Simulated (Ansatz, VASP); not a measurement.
**Two plane-wave programs on Be2C**

```xyz
3
Lattice="0.0000 2.1725 2.1725 2.1725 0.0000 2.1725 2.1725 2.1725 0.0000" Properties=species:S:1:pos:R:3 pbc="T T T"
Be    1.0862    1.0862    1.0862
Be    3.2587    3.2587    3.2587
C     0.0000    0.0000    0.0000
```

Alike in both runs: task single point; functional PBEsol; k mesh 7 × 7 × 7; no spin polarisation.

|  | VASP | Ansatz |
| --- | --- | --- |
| version | VASP 6.6.1 | Ansatz 0.2.0 |
| potentials or method | VASP PAW PBE potentials, release 64 (Be, C), cutoff 600 eV | PAW plane waves |
| occupations | methfessel-paxton of order 1, width 0.0165 eV | cold, width 0.0165 eV |
| valence electrons in the cell | 8 | 8 |

|  | VASP | Ansatz | Ansatz less VASP |
| --- | --- | --- | --- |
| gap on the k mesh at the Fermi level (eV) | 1.29 | 1.30 | +0.012 |
| pressure (GPa) | -4.2 | -4.7 | -0.54 |

VASP's potentials were made for PBE, not for PBEsol.
